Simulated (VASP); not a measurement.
Write the native input for VASP 6.6.1 that does the following.

```
Task                   : single point
Functional             : PBE
Dispersion             : D3(BJ)
Potentials or basis    : VASP PAW PBE potentials, release 64 (O, H, S)
Cutoff                 : 520 eV
k mesh                 : 1 × 1 × 1
Occupations            : fermi-dirac, width 0.05 eV
Spin                   : no spin polarisation
Dipole correction      : no
Further INCAR settings : LREAL = Auto; ALGO = Normal; EDIFF = 1e-06; NBANDS = 55
```

The structure of H18SO8 lies in POSCAR:

```
H18SO8
1.0
    6.6943300000      0.0000000000      0.0000000000
    0.0000000000      6.6943300000      0.0000000000
    0.0000000000      0.0000000000      6.6943300000
O H S
8 18 1
Direct
    0.4409851322      0.6040783768      0.3047056240
    0.6286962250      0.8895139618      0.0806204654
    1.0680232376      0.6242745727      0.1609272324
    0.8507199376      0.7559681103      0.8037398814
    0.9329686466     -0.0996066821      0.4082708800
    0.6236322380      0.4684561412      0.7183093752
    0.3403776031      0.7775087275      0.6987704520
    0.4771650038      0.2699149878      0.1060300284
    0.4936565721      0.6983223116      0.2034706983
    0.4749093636      0.4696213064      0.2526765188
    0.7043572695      0.9117417277      0.2057114005
    0.7286763575      0.8351545263     -0.0186426424
    1.2115476829      0.6491911812      0.2112832800
    1.0612115029      0.6864465899      0.0320569796
    0.8567250195      0.8336457868      0.6754820871
    0.7926259984      0.6257235601      0.7751933353
    0.9520444914      0.0346412561      0.3508342134
    0.9676248407     -0.1883683655      0.2964598399
    0.5203508043      0.5700943933      0.7015041087
    0.6202861227      0.3873128453      0.6036302363
    0.2558583159      0.8704082410      0.7749393890
    0.2906190761      0.7584030067      0.5635366049
    0.5181997302      0.3409004337     -0.0159089857
    0.5265799565      0.1337251077      0.1016382521
    0.0044515284      0.1991984261      0.8177965532
    0.2125231353      0.2240702206      1.0332923534
    0.0754668503      0.0795001143      0.9629193661
```

These files were run (other wordings do the same):

INCAR

```
SYSTEM = H18SO8
ALGO = Normal ; EDIFF = 1E-6
ENCUT = 520 ; GGA = PE
ISIF = 2 ; ISMEAR = -1
IVDW = 12 ; LASPH = .TRUE.
LCHARG = .FALSE. ; LREAL = Auto
LWAVE = .FALSE. ; NBANDS = 55
NELM = 100 ; PREC = Accurate
SIGMA = 0.05
```

KPOINTS

```
k-points
0
G
  1 1 1
  0 0 0
```

Potentials or basis: VASP PAW PBE potentials, release 64 (O, H, S).

Run with:

```bash
$ cat potpaw_PBE.64/O/POTCAR potpaw_PBE.64/H/POTCAR potpaw_PBE.64/S/POTCAR > POTCAR
$ mpirun -np 1 vasp_gam > vasp.out
```

Results of the run:

```yaml
Pressure: 1.4 GPa
Largest_force: 1.690 eV/Å
Band_gap_on_the_k_mesh: 4.11 eV
Dispersion_energy_per_atom: -0.037 eV
```

Caveat: the k points lie up to 0.94 Å⁻¹ apart.

It took 27 s on 1 thread of Intel(R) Xeon(R) Platinum 8559C (Emerald Rapids), on a shared host, peak memory 0.33 GiB.
